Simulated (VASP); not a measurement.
Input of a VASP 6.6.1 run:

Contents of INCAR:

```
SYSTEM = WSe2
  ALGO = Normal
  EDIFF = 1E-6
  EDIFFG = -0.005
  ENCUT = 600
  GGA = PS
  IBRION = 2
  ISIF = 3
  ISMEAR = 0
  IVDW = 12
  LASPH = .TRUE.
  LCHARG = .FALSE.
  LREAL = .FALSE.
  LWAVE = .FALSE.
  NELM = 100
  NSW = 100
  PREC = Accurate
  SIGMA = 0.02
```

Contents of KPOINTS:

```
k-points
0
G
  12 12 2
  0 0 0
```

Contents of POSCAR:

```
WSe2
1.0
    3.2900000000      0.0000000000      0.0000000000
   -1.6450000000      2.8492235785      0.0000000000
    0.0000000000      0.0000000000     12.9700000000
W Se
2 4
Direct
    0.3333333333      0.6666666667      0.2500000000
    0.6666666667      0.3333333333      0.7500000000
    0.3333333333      0.6666666667      0.6210000000
    0.6666666667      0.3333333333      0.1210000000
    0.3333333333      0.6666666667      0.8790000000
    0.6666666667      0.3333333333      0.3790000000
```

Potentials or basis: VASP PAW PBE potentials, release 64 (W_sv, Se).

Command:

```bash
$ cat potpaw_PBE.64/W_sv/POTCAR potpaw_PBE.64/Se/POTCAR > POTCAR
$ mpirun -np 1 vasp_std > vasp.out
```

(1) Predict the band gap on the k mesh.

(2) Predict the space group after relaxing (to 0.05 Å).

(3) Estimate the relaxed volume.

## Answers

(1) 0.71 eV, indirect (least direct gap 1.65 eV).

(2) P6_3/mmc (No. 194).

(3) 18.76 Å³/atom.

Caveat: the PAW data sets were made with another functional, which shifts forces and pressure a little; spin-orbit coupling is left out, which moves the levels of the heavy elements.
